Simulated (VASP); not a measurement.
Here is a VASP 6.6.1 calculation.

The input INCAR:

```
SYSTEM = In
ALGO = Normal
EDIFF = 1E-6
EDIFFG = -0.01
ENCUT = 600
GGA = PS
IBRION = 2
ISIF = 3
ISMEAR = -1
IVDW = 13
LASPH = .True.
LCHARG = .False.
LREAL = .False.
LWAVE = .False.
NELM = 100
NSW = 60
PREC = Accurate
SIGMA = 0.05
```

File KPOINTS:

```
k-points
0
Gamma
  11 11 11
  0 0 0
```

The input POSCAR:

```
In
1.0
   -1.6254700000      1.6254700000      2.4737000000
    1.6254700000     -1.6254700000      2.4737000000
    1.6254700000      1.6254700000     -2.4737000000
In
1
Direct
    0.0000000000      0.0000000000      0.0000000000
```

Potentials or basis: VASP PAW PBE potentials, release 64 (In_d).

Run with:

```sh
$ cat potpaw_PBE.64/In_d/POTCAR > POTCAR
$ mpirun -np 1 vasp_std > vasp.out
```

Question: What does it give for the space group after relaxing (to 0.05 Å)?

Answer: I4/mmm (No. 139).

Question: Estimate the relaxed cell.

Answer: a = 3.298 Å, b = 3.298 Å, c = 3.298 Å, α = 121.34°, β = 121.34°, γ = 87.69°.

Final structure:
```
CELL_PARAMETERS angstrom
-1.61559 1.61559 2.37871
1.61559 -1.61559 2.37871
1.61559 1.61559 -2.37871
ATOMIC_POSITIONS crystal
In 0.00000 0.00000 0.00000
```
